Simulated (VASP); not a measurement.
# ScBSbP3 (Pmmm) in VASP: notebook

Runs on ScBSbP3. Level: PBE. Tasks: single point, relaxation of cell and atoms.

All numbers are computed with VASP 6.6.1; they aren't measurements. Logs are shortened: lines on timing, memory, paths and dates and some standing lists are left out, and cuts for length are marked.

**1. The cell of the first run**

The structure is orthorhombic, space group Pmmm (No. 47). Conventional cell: a = 4.125 Å, b = 4.854 Å, c = 8.072 Å, α = 90.00°, β = 90.00°, γ = 90.00°. Within 3.2 Å of Sc (site symmetry mmm) lie 2 P at 2.43 Å. Within 2.7 Å of B (site symmetry mmm) lie 2 Sb at 2.06 Å. Within 2.7 Å of Sb (site symmetry mmm) lie 2 B at 2.06 Å. P (site symmetry mm2) has 3 P at 2.36 to 2.38 Å and 1 Sb at 2.86 Å within 3.1 Å. P (site symmetry mmm) has 4 P at 2.38 Å and 2 Sc at 2.43 Å within 3.1 Å.

The cell was built from a structure type or drawn by symmetry, and may not be a known phase.

**2. Single point, PBE**

The input, INCAR:

```
PREC = Accurate
ENCUT = 520
EDIFF = 1E-7
ISMEAR = 0
SIGMA = 0.1
LREAL = F
LASPH = T
NELM = 60
ALGO = Normal
ISIF = 2
LWAVE = F
LCHARG = F
GGA = PE
NBANDS = 26
```

The input, KPOINTS:

```
regular mesh
0
Gamma
  4 4 2
```

The input, POSCAR:

```
ScBSbP3
1.0
    4.1249884371      0.0000000000      0.0000000000
    0.0000000000      8.0721395901      0.0000000000
    0.0000000000      0.0000000000      4.8539647750
Sc B Sb P
1 1 1 3
Direct
    0.0000000000      0.5000000000      0.5000000000
    0.0000000000      0.0000000000      0.0000000000
    0.5000000000      0.0000000000      0.0000000000
    0.5000000000      0.6463095076      0.0000000000
    0.5000000000      0.3536904924      0.0000000000
    0.0000000000      0.5000000000      0.0000000000
```

Potentials or basis: VASP PAW PBE potentials, release 64 (Sc_sv, B, Sb, P).

Run with:

```
cat potpaw_PBE.64/Sc_sv/POTCAR potpaw_PBE.64/B/POTCAR potpaw_PBE.64/Sb/POTCAR potpaw_PBE.64/P/POTCAR > POTCAR
mpirun -np 1 vasp_std > vasp.out
```

OUTCAR:

```text
PREC = Accurate
   ENCUT = 520
   EDIFF = 1E-7
   ISMEAR = 0
   LREAL = F
   LASPH = T
   NELM = 60
   ISIF = 2
   GGA = PE

 ion  position               nearest neighbor table
   1  0.000  0.500  0.500-   6 2.43   6 2.43
   2  0.000  0.000  0.000-   3 2.06   3 2.06
   3  0.500  0.000  0.000-   2 2.06   2 2.06   5 2.86   4 2.86
   4  0.500  0.646  0.000-   5 2.36   6 2.38   6 2.38   3 2.86
   5  0.500  0.354  0.000-   4 2.36   6 2.38   6 2.38   3 2.86
   6  0.000  0.500  0.000-   4 2.38   5 2.38   4 2.38   5 2.38   1 2.43   1 2.43

  LATTYP: Found a simple orthorhombic cell.
 ALAT       =     4.1249884371
 B/A-ratio  =     1.1767220318
 C/A-ratio  =     1.9568878103

  Lattice vectors:

 A1 = (  -4.1249884371,   0.0000000000,   0.0000000000)
 A2 = (   0.0000000000,   0.0000000000,   4.8539647750)
 A3 = (   0.0000000000,   8.0721395901,   0.0000000000)

Analysis of symmetry for initial positions (statically):
=====================================================================
 Subroutine PRICEL returns:
 Original cell was already a primitive cell.

 Routine SETGRP: Setting up the symmetry group for a
 simple orthorhombic supercell.

 Subroutine GETGRP returns: Found  8 space group operations
 (whereof  8 operations were pure point group operations)
 out of a pool of  8 trial point group operations.

The static configuration has the point symmetry D_2h.

Analysis of symmetry for dynamics (positions and initial velocities):
=====================================================================
 Subroutine PRICEL returns:
 Original cell was already a primitive cell.

 Routine SETGRP: Setting up the symmetry group for a
 simple orthorhombic supercell.

 Subroutine GETGRP returns: Found  8 space group operations
 (whereof  8 operations were pure point group operations)
 out of a pool of  8 trial point group operations.

The dynamic configuration has the point symmetry D_2h.

 Subroutine INISYM returns: Found  8 space group operations
 (whereof  8 operations are pure point group operations),
 and found     1 'primitive' translations

----------------------------------------------------------------------------------------

                                     Primitive cell

  volume of cell :     161.6248

  direct lattice vectors                    reciprocal lattice vectors
     4.124988437  0.000000000  0.000000000     0.242424922  0.000000000  0.000000000
     0.000000000  8.072139590  0.000000000     0.000000000  0.123882892  0.000000000
     0.000000000  0.000000000  4.853964775     0.000000000  0.000000000  0.206017152

  length of vectors
     4.124988437  8.072139590  4.853964775     0.242424922  0.123882892  0.206017152

  position of ions in fractional coordinates (direct lattice)
     0.000000000  0.500000000  0.500000000
     0.000000000  0.000000000  0.000000000
     0.500000000  0.000000000  0.000000000
     0.500000000  0.646309508  0.000000000
     0.500000000  0.353690492  0.000000000
     0.000000000  0.500000000  0.000000000

  ion indices of the primitive-cell ions
   primitive index   ion index
                 1           1
                 2           2
                 3           3
                 4           4
                 5           5
                 6           6

----------------------------------------------------------------------------------------

 KPOINTS: regular mesh

Automatic generation of k-mesh.
 Grid dimensions read from file:
 generate k-points for:    4    4    2

 Generating k-lattice:

  Cartesian coordinates                     Fractional coordinates (reciprocal lattice)
     0.060606230  0.000000000  0.000000000     0.250000000  0.000000000  0.000000000
     0.000000000  0.030970723  0.000000000     0.000000000  0.250000000  0.000000000
     0.000000000  0.000000000  0.103008576     0.000000000  0.000000000  0.500000000

  Length of vectors
     0.060606230  0.030970723  0.103008576

  Shift w.r.t. Gamma in fractional coordinates (k-lattice)
     0.000000000  0.000000000  0.000000000

 Subroutine IBZKPT returns following result:
 ===========================================

 Found     18 irreducible k-points:

 Following reciprocal coordinates:
            Coordinates               Weight
  0.000000  0.000000  0.000000      1.000000
  0.250000  0.000000  0.000000      2.000000
  0.500000  0.000000  0.000000      1.000000
  0.000000  0.250000  0.000000      2.000000
  0.250000  0.250000  0.000000      4.000000
  0.500000  0.250000  0.000000      2.000000
[... 10 lines left out ...]
  0.250000  0.500000  0.500000      2.000000
  0.500000  0.500000  0.500000      1.000000
   k-points           NKPTS =     18   k-points in BZ     NKDIM =     18   number of bands    NBANDS=     26
   number of dos      NEDOS =    301   number of ions     NIONS =      6
   total plane-waves  NPLWV =  69120
   dimension x,y,z NGX =    32 NGY =   60 NGZ =   36
   dimension x,y,z NGXF=    64 NGYF=  120 NGZF=   72
   ions per type =               1   1   1   3
   NGX,Y,Z   is equivalent  to a cutoff of  12.90, 12.36, 12.33 a.u.
   NGXF,Y,Z  is equivalent  to a cutoff of  25.79, 24.71, 24.66 a.u.
 SYSTEM =  unknown system
   PREC   = accura    normal or accurate (medium, high low for compatibility)
   ISTART =      0    job   : 0-new  1-cont  2-samecut
   ICHARG =      2    charge: 1-file 2-atom 10-const
   ISPIN  =      1    spin polarized calculation?
   LNONCOLLINEAR =      F non collinear calculations
   LSORBIT =      F    spin-orbit coupling
   LASPH  =      T    aspherical Exc in radial PAW
   ENCUT  =  520.0 eV  38.22 Ry    6.18 a.u.   7.67 15.01  9.03*2*pi/ulx,y,z
   NELM   =     60;   NELMIN=  2; NELMDL= -5     # of ELM steps
   EDIFF  = 0.1E-06   stopping-criterion for ELM
   LREAL  =      F    real-space projection
   EDIFFG = 0.1E-05   stopping-criterion for IOM
   NSW    =      0    number of steps for IOM
   IBRION =     -1    ionic relax: 0-MD 1-quasi-New 2-CG
   NFREE  =      0    steps in history (QN), initial steepest desc. (CG)
   ISIF   =      2    stress and relaxation
   ISYM   =      2    0-nonsym 1-usesym 2-fastsym
   POTIM  = 0.5000    time-step for ionic-motion
   TEBEG  =    0.0;   TEEND  =   0.0 temperature during run
   PSTRESS=    0.0 pullay stress
   NELECT =      34.0000    total number of electrons
   NUPDOWN=      -1.0000    fix difference up-down
   EMIN   =  10.00;   EMAX   =-10.00  energy-range for DOS
   EFERMI =   0.00;   METHOD = LEGACY
   ISMEAR =     0;   SIGMA  =   0.10  broadening in eV -4-tet -1-fermi 0-gaus
   EFERMI_NEDOS =   21; number of points for ismear=-14 and -15
   IALGO  =     38    algorithm
   IMIX   =      4    mixing-type and parameters
     AMIX     =   0.40;   BMIX     =  1.00
     AMIX_MAG =   1.60;   BMIX_MAG =  1.00
  volume/ion in A,a.u.               =      26.94       181.78
  Fermi-wavevector in a.u.,A,eV,Ry     =   0.973640  1.839913 12.897984  0.947975
  Thomas-Fermi vector in A             =   2.104036
   LORBIT       =      0    0 simple, 1 ext, 2 COOP (PROOUT), +10 PAW based schemes
   GGA     = PE    functional components
   LHFCALC =     F    Hartree Fock is set to
   AEXX    =    0.0000 exact exchange contribution
   IVDW    =     0    specifies the selected vdW correction
   LEPSILON=     F    determine dielectric tensor
   LRPA    =     F    only Hartree local field effects (RPA)
 non-spin polarized calculation
 Gauss-broadening in eV      SIGMA  =   0.10
  energy-cutoff  :      520.00
  volume of cell :      161.62
 maximum number of plane-waves:      4392
 NGX is ok and might be reduce to    32
   NGX = 15   NGY = 31   NGZ = 19

 number of electron      34.0000001 magnetization

 Free energy of the ion-electron system (eV)
  ---------------------------------------------------
  ext. energy  EPLUGINS =         0.00000000
  ---------------------------------------------------
  free energy    TOTEN  =       -28.28002352 eV

  energy without entropy =      -28.25991350  energy(sigma->0) =      -28.26996851

 E-fermi :   3.2816     XC(G=0):  -8.2489

 val. band max:        3.2772073619   @ k =   0.5000   0.0000   0.0000
 cond. band min:       3.2952093263   @ k =   0.5000   0.0000   0.0000
 fundamental gap:      0.0180019644
 Fermi energy:         3.2815669509

 k-point     1 :       0.0000    0.0000    0.0000
  band No.  band energies     occupation
      1     -47.2064      2.00000
      2     -25.9923      2.00000
      3     -25.8785      2.00000
      4     -25.6618      2.00000
      5     -10.9641      2.00000
      6      -7.8077      2.00000
[... 18 lines left out ...]
     25       5.9124      0.00000
     26       6.8689      0.00000

 k-point     2 :       0.2500    0.0000    0.0000
  band No.  band energies     occupation
      1     -47.2060      2.00000
      2     -25.9916      2.00000
      3     -25.8864      2.00000
      4     -25.6609      2.00000
      5     -10.4661      2.00000
      6      -7.4721      2.00000
[... 18 lines left out ...]
     25       5.9788      0.00000
     26       6.3036      0.00000

 k-point     3 :       0.5000    0.0000    0.0000
  band No.  band energies     occupation
      1     -47.2057      2.00000
      2     -25.9910      2.00000
      3     -25.8943      2.00000
      4     -25.6600      2.00000
      5      -9.3060      2.00000
      6      -8.5388      2.00000
[... 398 lines left out ...]
 k-point    17 :       0.2500    0.5000    0.5000
  band No.  band energies     occupation
      1     -47.2058      2.00000
      2     -25.9913      2.00000
      3     -25.8858      2.00000
      4     -25.6746      2.00000
      5     -10.2456      2.00000
      6      -7.6838      2.00000
[... 18 lines left out ...]
     25       5.9656      0.00000
     26       6.6518      0.00000

 k-point    18 :       0.5000    0.5000    0.5000
  band No.  band energies     occupation
      1     -47.2054      2.00000
      2     -25.9907      2.00000
      3     -25.8935      2.00000
      4     -25.6733      2.00000
      5      -9.2478      2.00000
      6      -8.1124      2.00000
[... 18 lines left out ...]
     25       5.8750      0.00000
     26       6.7150      0.00000

------------------------ aborting loop because EDIFF is reached ----------------------------------------

  FORCE on cell =-STRESS in cart. coord.  units (eV):
  Direction    XX          YY          ZZ          XY          YZ          ZX
  --------------------------------------------------------------------------------------
  -------------------------------------------------------------------------------------
  Total        0.3634261      0.0330320      0.1291528      0.0000000      0.0000000     -0.0000000
  in kB        3.6026219      0.3274445      1.2802838      0.0000000      0.0000000     -0.0000000
  external PRESSURE =       1.7367834 kB  Pullay stress =       0.0000000 kB

 VOLUME and BASIS-vectors are now :
 -----------------------------------------------------------------------------
  energy-cutoff  :      520.00
  volume of cell :      161.62
      direct lattice vectors                 reciprocal lattice vectors
     4.124988437  0.000000000  0.000000000     0.242424922  0.000000000  0.000000000
     0.000000000  8.072139590  0.000000000     0.000000000  0.123882892  0.000000000
     0.000000000  0.000000000  4.853964775     0.000000000  0.000000000  0.206017152

 POSITION                                       TOTAL-FORCE (eV/Angst)
 -----------------------------------------------------------------------------------
      0.00000      4.03607      2.42698         0.000000      0.000000      0.000000
      0.00000      0.00000      0.00000         0.000000      0.000000      0.000000
      2.06249      0.00000      0.00000         0.000000      0.000000      0.000000
      2.06249      5.21710      0.00000        -0.000000     -0.050138      0.000000
      2.06249      2.85504      0.00000         0.000000      0.050138      0.000000
      0.00000      4.03607      0.00000         0.000000      0.000000      0.000000
 -----------------------------------------------------------------------------------
    total drift:                               -0.000000      0.000000     -0.000000

  FREE ENERGIE OF THE ION-ELECTRON SYSTEM (eV)
  ---------------------------------------------------
  free  energy   TOTEN  =       -28.2800235249 eV

  energy  without entropy=      -28.2599134967  energy(sigma->0) =      -28.26996851
```

Run time: 40 s. Hardware: 1 thread of Intel Xeon 6975P-C (Granite Rapids), shared host; peak memory 0.3 GiB.

What came out:

* Free energy: -28.2800 eV
* Pressure: 0.2 GPa
* Largest force: 0.050 eV/Å
* Band gap on the k mesh: zero (bands 17 and 18 overlap by 1.41 eV)

Forces on the atoms (eV/Å):
```
Sc   0.000  0.000  0.000
B    0.000  0.000  0.000
Sb   0.000  0.000  0.000
P    0.000 -0.050  0.000
P    0.000  0.050  0.000
P    0.000  0.000  0.000
```

Stress tensor (GPa, compression positive):
```
0.36 0.00 0.00
0.00 0.03 0.00
0.00 0.00 0.13
```

Caveat: the k points lie up to 0.65 Å⁻¹ apart, too coarse for converged energies and pressures of a metal; spin-orbit coupling is left out, which moves the levels of the heavy elements.

[end of part 1 of 2]
